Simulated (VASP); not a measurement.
Input of a VASP 6.6.1 run:

File INCAR:

```
SYSTEM = HfB
PREC     = Accurate       ! precision mode
ENCUT    = 520            ! plane-wave cutoff, eV
EDIFF    = 1E-6           ! SCF threshold, eV
ISMEAR   = 0              ! smearing method
SIGMA    = 0.1            ! smearing width, eV
LREAL    = .False.        ! projectors in reciprocal space
LASPH    = .True.         ! aspherical terms in the spheres
NELM     = 60             ! most SCF steps
ALGO     = Normal         ! electronic algorithm
ISIF     = 2              ! what is computed and relaxed
LWAVE    = .False.        ! write WAVECAR
LCHARG   = .True.         ! write CHGCAR
GGA      = PS             ! functional
LELF     = .True.         ! ELF
LVHAR    = .True.       
NBANDS   = 14             ! bands
```

KPOINTS

```
regular mesh
0
Gamma
  16 16 16
  0 0 0
```

POSCAR

```
HfB
1.0
    0.0000000000      2.4408997653      2.4408997653
    2.4408997653      0.0000000000      2.4408997653
    2.4408997653      2.4408997653      0.0000000000
Hf B
1 1
Direct
    0.5000000000      0.5000000000      0.5000000000
    0.0000000000      0.0000000000      0.0000000000
```

Potentials or basis: VASP PAW PBE potentials, release 64 (Hf_pv, B).

Command:

```bash
$ cat potpaw_PBE.64/Hf_pv/POTCAR potpaw_PBE.64/B/POTCAR > POTCAR
$ mpirun -np 1 vasp_std > vasp.out
```

Q: Estimate the pressure.

A: -9.3 GPa.

Caveat: the PAW data sets were made with another functional, which shifts forces and pressure a little.
